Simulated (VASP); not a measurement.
Input of a VASP 6.6.1 run:

POSCAR

```
ZnS
1.0
    3.7670093187      0.0000000000      0.0000000000
   -1.8835046594      3.2623257663      0.0000000000
    0.0000000000      0.0000000000      6.1809181516
Zn S
2 2
Direct
    0.3333333333      0.6666666667      0.0003381269
    0.6666666667      0.3333333333      0.5003381269
    0.3333333333      0.6666666667      0.3746618731
    0.6666666667      0.3333333333      0.8746618731
```

The input INCAR.step1:

```
SYSTEM = ZnS
ALGO = Normal
EDIFF = 1E-4
ENCUT = 520
GGA = PE
ISMEAR = 0
LASPH = .TRUE.
LCHARG = .FALSE.
LREAL = .FALSE.
LWAVE = .TRUE.
NBANDS = 26
NELM = 60
PREC = Accurate
SIGMA = 0.01
```

The input INCAR.step2:

```
SYSTEM = ZnS
ALGO = Normal
EDIFF = 1E-7
ENCUT = 520
ISIF = 2
ISMEAR = 0
ISTART = 1
LASPH = .TRUE.
LCHARG = .FALSE.
LMIXTAU = .TRUE.
LREAL = .FALSE.
LWAVE = .FALSE.
METAGGA = R2SCAN
NBANDS = 26
NELM = 60
PREC = Accurate
SIGMA = 0.01
```

File KPOINTS:

```
k-points
0
G
  6 6 4
  0 0 0
```

Potentials or basis: VASP PAW PBE potentials, release 64 (Zn, S).

Run with:

```sh
$ cat potpaw_PBE.64/Zn/POTCAR potpaw_PBE.64/S/POTCAR > POTCAR
$ cp INCAR.step1 INCAR
$ mpirun -np 1 vasp_std > vasp.out
$ cp INCAR.step2 INCAR
$ mpirun -np 1 vasp_std > vasp.out
```

(1) What does it give for the band gap on the k mesh?

(2) Estimate the largest force.

(3) Estimate the pressure.

Answers

(1) 2.94 eV.

(2) 0.017 eV/Å.

(3) 2.7 GPa.

Caveat: the PAW data sets were made with another functional, which shifts forces and pressure a little.
